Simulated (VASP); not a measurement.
# Cd (P6_3/mmc) in VASP: a series of runs

Cd is run at these levels: PBEsol; tasks: single point, relaxation of cell and atoms.

All numbers are computed with VASP 6.6.1; they aren't measurements. Logs are shortened: lines on timing, memory, paths and dates and some standing lists are left out, and cuts for length are marked.

## Step 1: The cell of the first run

Symmetry: P6_3/mmc, No. 194, hexagonal system. The conventional cell has a = 2.945 Å, b = 2.945 Å, c = 5.606 Å, α = 90.00°, β = 90.00°, γ = 120.00°. Within 3.9 Å of Cd (site symmetry -6m2) lie 12 Cd at 2.94 to 3.28 Å.

## Step 2: Single point, PBEsol

INCAR

```
  ALGO = Fast
  EDIFF = 1E-6
  ENCUT = 520
  GGA = PS
  ISIF = 2
  ISMEAR = 0
  LASPH = T
  LCHARG = T
  LELF = T
  LREAL = F
  LVHAR = T
  LWAVE = F
  NBANDS = 19
  NELM = 100
  PREC = Accurate
  SIGMA = 0.1
```

KPOINTS

```
k-points
0
Gamma
  18 18 8
```

POSCAR

```
Cd
1.0
    2.9449305872      0.0000000000      0.0000000000
   -1.4724652936      2.5503847009      0.0000000000
    0.0000000000      0.0000000000      5.6062525974
Cd
2
Direct
    0.3333333333      0.6666666667      0.2500000000
    0.6666666667      0.3333333333      0.7500000000
```

Potentials or basis: VASP PAW PBE potentials, release 64 (Cd).

Started as:

```console
$ cat potpaw_PBE.64/Cd/POTCAR > POTCAR
$ mpirun -np 1 vasp_std > vasp.out
```

OUTCAR:

```text
EDIFF = 1E-6
   ENCUT = 520
   GGA = PS
   ISIF = 2
   ISMEAR = 0
   LASPH = T
   LREAL = F
   NELM = 100
   PREC = Accurate

 ion  position               nearest neighbor table
   1  0.333  0.667  0.250-   2 3.28   2 3.28   2 3.28   2 3.28   2 3.28   2 3.28
   2  0.667  0.333  0.750-   1 3.28   1 3.28   1 3.28   1 3.28   1 3.28   1 3.28

  LATTYP: Found a hexagonal cell.
 ALAT       =     2.9449305872
 C/A-ratio  =     1.9036960062

  Lattice vectors:

 A1 = (   2.9449305872,   0.0000000000,   0.0000000000)
 A2 = (  -1.4724652936,   2.5503847009,   0.0000000000)
 A3 = (   0.0000000000,   0.0000000000,   5.6062525974)

Analysis of symmetry for initial positions (statically):
=====================================================================
 Subroutine PRICEL returns:
 Original cell was already a primitive cell.

 Routine SETGRP: Setting up the symmetry group for a
 hexagonal supercell.

 Subroutine GETGRP returns: Found 24 space group operations
 (whereof 12 operations were pure point group operations)
 out of a pool of 24 trial point group operations.

The static configuration has the point symmetry D_3d.
 The point group associated with its full space group is D_6h.

Analysis of symmetry for dynamics (positions and initial velocities):
=====================================================================
 Subroutine PRICEL returns:
 Original cell was already a primitive cell.

 Routine SETGRP: Setting up the symmetry group for a
 hexagonal supercell.

 Subroutine GETGRP returns: Found 24 space group operations
 (whereof 12 operations were pure point group operations)
 out of a pool of 24 trial point group operations.

The dynamic configuration has the point symmetry D_3d.
 The point group associated with its full space group is D_6h.

 Subroutine INISYM returns: Found 24 space group operations
 (whereof 12 operations are pure point group operations),
 and found     1 'primitive' translations

----------------------------------------------------------------------------------------

                                     Primitive cell

  volume of cell :      42.1069

  direct lattice vectors                    reciprocal lattice vectors
     2.944930587  0.000000000  0.000000000     0.339566577  0.196048855  0.000000000
    -1.472465294  2.550384701  0.000000000     0.000000000  0.392097710  0.000000000
     0.000000000  0.000000000  5.606252597     0.000000000  0.000000000  0.178372270

  length of vectors
     2.944930587  2.944930587  5.606252597     0.392097710  0.392097710  0.178372270

  position of ions in fractional coordinates (direct lattice)
     0.333333333  0.666666667  0.250000000
     0.666666667  0.333333333  0.750000000

  ion indices of the primitive-cell ions
   primitive index   ion index
                 1           1
                 2           2

----------------------------------------------------------------------------------------

 KPOINTS: k-points

Automatic generation of k-mesh.
 Grid dimensions read from file:
 generate k-points for:   18   18    8

 Generating k-lattice:

  Cartesian coordinates                     Fractional coordinates (reciprocal lattice)
     0.018864810  0.010891603  0.000000000     0.055555556  0.000000000  0.000000000
     0.000000000  0.021783206  0.000000000     0.000000000  0.055555556  0.000000000
     0.000000000  0.000000000  0.022296534     0.000000000  0.000000000  0.125000000

  Length of vectors
     0.021783206  0.021783206  0.022296534

  Shift w.r.t. Gamma in fractional coordinates (k-lattice)
     0.000000000  0.000000000  0.000000000

 Subroutine IBZKPT returns following result:
 ===========================================

 Found    185 irreducible k-points:

 Following reciprocal coordinates:
            Coordinates               Weight
  0.000000  0.000000  0.000000      1.000000
  0.055556  0.000000  0.000000      6.000000
  0.111111  0.000000  0.000000      6.000000
  0.166667  0.000000  0.000000      6.000000
  0.222222  0.000000  0.000000      6.000000
  0.277778 -0.000000  0.000000      6.000000
[... 16 lines left out ...]
  0.333333  0.111111  0.000000     12.000000
  0.388889  0.111111  0.000000     12.000000
 [... further k-points ...]
   k-points           NKPTS =    185   k-points in BZ     NKDIM =    185   number of bands    NBANDS=     19
   number of dos      NEDOS =    301   number of ions     NIONS =      2
   total plane-waves  NPLWV =  24192
   dimension x,y,z NGX =    24 NGY =   24 NGZ =   42
   dimension x,y,z NGXF=    48 NGYF=   48 NGZF=   84
   ions per type =               2
   NGX,Y,Z   is equivalent  to a cutoff of  13.55, 13.55, 12.45 a.u.
   NGXF,Y,Z  is equivalent  to a cutoff of  27.10, 27.10, 24.91 a.u.
 SYSTEM =  unknown system
   PREC   = accura    normal or accurate (medium, high low for compatibility)
   ISTART =      0    job   : 0-new  1-cont  2-samecut
   ICHARG =      2    charge: 1-file 2-atom 10-const
   ISPIN  =      1    spin polarized calculation?
   LNONCOLLINEAR =      F non collinear calculations
   LSORBIT =      F    spin-orbit coupling
   LASPH  =      T    aspherical Exc in radial PAW
   ENCUT  =  520.0 eV  38.22 Ry    6.18 a.u.   5.48  5.48 10.42*2*pi/ulx,y,z
   NELM   =    100;   NELMIN=  2; NELMDL= -5     # of ELM steps
   EDIFF  = 0.1E-05   stopping-criterion for ELM
   LREAL  =      F    real-space projection
   EDIFFG = 0.1E-04   stopping-criterion for IOM
   NSW    =      0    number of steps for IOM
   IBRION =     -1    ionic relax: 0-MD 1-quasi-New 2-CG
   NFREE  =      0    steps in history (QN), initial steepest desc. (CG)
   ISIF   =      2    stress and relaxation
   ISYM   =      2    0-nonsym 1-usesym 2-fastsym
   POTIM  = 0.5000    time-step for ionic-motion
   TEBEG  =    0.0;   TEEND  =   0.0 temperature during run
   PSTRESS=    0.0 pullay stress
   NELECT =      24.0000    total number of electrons
   NUPDOWN=      -1.0000    fix difference up-down
   EMIN   =  10.00;   EMAX   =-10.00  energy-range for DOS
   EFERMI =   0.00;   METHOD = LEGACY
   ISMEAR =     0;   SIGMA  =   0.10  broadening in eV -4-tet -1-fermi 0-gaus
   EFERMI_NEDOS =   21; number of points for ismear=-14 and -15
   IALGO  =     68    algorithm
   IMIX   =      4    mixing-type and parameters
     AMIX     =   0.40;   BMIX     =  1.00
     AMIX_MAG =   1.60;   BMIX_MAG =  1.00
  volume/ion in A,a.u.               =      21.05       142.08
  Fermi-wavevector in a.u.,A,eV,Ry     =   1.357357  2.565033 25.067621  1.842418
  Thomas-Fermi vector in A             =   2.484282
   LORBIT       =      0    0 simple, 1 ext, 2 COOP (PROOUT), +10 PAW based schemes
   GGA     = PS    functional components
   LHFCALC =     F    Hartree Fock is set to
   AEXX    =    0.0000 exact exchange contribution
   IVDW    =     0    specifies the selected vdW correction
   LEPSILON=     F    determine dielectric tensor
   LRPA    =     F    only Hartree local field effects (RPA)
 non-spin polarized calculation
 RMM-DIIS sequential band-by-band and
 Gauss-broadening in eV      SIGMA  =   0.10
  energy-cutoff  :      520.00
  volume of cell :       42.11
 maximum number of plane-waves:      1173
 NGX is ok and might be reduce to    24
   NGX = 11   NGY = 11   NGZ = 21

 number of electron      24.0000004 magnetization

 Free energy of the ion-electron system (eV)
  ---------------------------------------------------
  ext. energy  EPLUGINS =         0.00000000
  ---------------------------------------------------
  free energy    TOTEN  =        -2.40114574 eV

  energy without entropy =       -2.39885556  energy(sigma->0) =       -2.40000065

 E-fermi :   3.0531     XC(G=0): -11.3417

 val. band max:        3.0357403823   @ k =   0.3333   0.2778   0.5000
 cond. band min:       3.0554582906   @ k =   0.2222   0.0556   0.1250
 fundamental gap:      0.0197179084
 Fermi energy:         3.0530621070

 k-point     1 :       0.0000    0.0000    0.0000
  band No.  band energies     occupation
      1      -6.9992      2.00000
      2      -6.7354      2.00000
      3      -6.2993      2.00000
      4      -6.2993      2.00000
      5      -6.2470      2.00000
      6      -6.2470      2.00000
[... 11 lines left out ...]
     18      18.2606      0.00000
     19      18.9063      0.00000

 k-point     2 :       0.0556    0.0000    0.0000
  band No.  band energies     occupation
      1      -6.9632      2.00000
      2      -6.6950      2.00000
      3      -6.3138      2.00000
      4      -6.2685      2.00000
      5      -6.2602      2.00000
      6      -6.2172      2.00000
[... 11 lines left out ...]
     18      17.8603      0.00000
     19      19.2703      0.00000

 k-point     3 :       0.1111    0.0000    0.0000
  band No.  band energies     occupation
      1      -6.8704      2.00000
      2      -6.6081      2.00000
      3      -6.3506      2.00000
      4      -6.2859      2.00000
      5      -6.1787      2.00000
      6      -6.1304      2.00000
[... 11 lines left out ...]
     18      17.7810      0.00000
     19      19.1411      0.00000

 k-point     4 :       0.1667    0.0000    0.0000
  band No.  band energies     occupation
      1      -6.7857      2.00000
      2      -6.5378      2.00000
      3      -6.4065      2.00000
      4      -6.2499      2.00000
      5      -6.0382      2.00000
      6      -5.9949      2.00000
[... 11 lines left out ...]
     18      17.1236      0.00000
     19      17.2344      0.00000

 k-point     5 :       0.2222    0.0000    0.0000
  band No.  band energies     occupation
      1      -6.8020      2.00000
      2      -6.5694      2.00000
      3      -6.3501      2.00000
      4      -6.1615      2.00000
      5      -6.1303      2.00000
      6      -5.8882      2.00000
[... 11 lines left out ...]
     18      15.8622      0.00000
     19      16.6840      0.00000
[... 334 lines left out ...]
      2      -6.5556      2.00000
      3      -6.3600      2.00000
      4      -6.2905      2.00000
      5      -6.1014      2.00000
      6      -6.0676      2.00000
[... 11 lines left out ...]
     18      15.5854      0.00000
     19      15.8420      0.00000

 k-point    22 :       0.2778    0.1111    0.0000
  band No.  band energies     occupation
      1      -6.8516      2.00000
      2      -6.6489      2.00000
      3      -6.5088      2.00000
      4      -6.1583      2.00000
      5      -6.1410      2.00000
      6      -5.9392      2.00000
[... 11 lines left out ...]
     18      14.9581      0.00000
     19      15.4599      0.00000

 k-point    23 :       0.3333    0.1111    0.0000
  band No.  band energies     occupation
      1      -6.9323      2.00000
      2      -6.7271      2.00000
      3      -6.6208      2.00000
      4      -6.1986      2.00000
      5      -6.0236      2.00000
      6      -6.0059      2.00000
[... 11 lines left out ...]
     18      14.4709      0.00000
     19      15.1349      0.00000

 k-point    24 :       0.3889    0.1111    0.0000
  band No.  band energies     occupation
      1      -6.9852      2.00000
      2      -6.7784      2.00000
      3      -6.6900      2.00000
      4      -6.2212      2.00000
      5      -6.0526      2.00000
      6      -5.9502      2.00000
[... 11 lines left out ...]
     18      14.1621      0.00000
     19      14.9339      0.00000

 [... further k-points ...]
[... 5 lines left out ...]
  --------------------------------------------------------------------------------------
  -------------------------------------------------------------------------------------
  Total        0.1299819      0.1299819      0.0742050      0.0000000     -0.0000000      0.0000000
  in kB        4.9458390      4.9458390      2.8235159      0.0000000     -0.0000000      0.0000000
  external PRESSURE =       4.2383980 kB  Pullay stress =       0.0000000 kB

 VOLUME and BASIS-vectors are now :
 -----------------------------------------------------------------------------
  energy-cutoff  :      520.00
  volume of cell :       42.11
      direct lattice vectors                 reciprocal lattice vectors
     2.944930587  0.000000000  0.000000000     0.339566577  0.196048855  0.000000000
    -1.472465294  2.550384701  0.000000000     0.000000000  0.392097710  0.000000000
     0.000000000  0.000000000  5.606252597     0.000000000  0.000000000  0.178372270

 POSITION                                       TOTAL-FORCE (eV/Angst)
 -----------------------------------------------------------------------------------
     -0.00000      1.70026      1.40156         0.000000      0.000000      0.000000
      1.47247      0.85013      4.20469        -0.000000     -0.000000      0.000000
 -----------------------------------------------------------------------------------
    total drift:                               -0.000000      0.000000     -0.000000

  FREE ENERGIE OF THE ION-ELECTRON SYSTEM (eV)
  ---------------------------------------------------
  free  energy   TOTEN  =        -2.4011457351 eV

  energy  without entropy=       -2.3988555563  energy(sigma->0) =       -2.40000065
```

Wall time 42 s (1 thread of Intel Xeon 6975P-C (Granite Rapids), shared host); peak memory 0.24 GiB.

What came out:

```
Free energy            : -2.4011 eV
Pressure               : 0.4 GPa
Band gap on the k mesh : zero (bands 12 and 13 overlap by 4.72 eV)
```

Stress tensor (GPa, compression positive):
```
0.49 0.00 0.00
0.00 0.49 0.00
0.00 0.00 0.28
```

Caveat: the PAW data sets were made with another functional, which shifts forces and pressure a little.

(Part 1 of 2 ends here.)
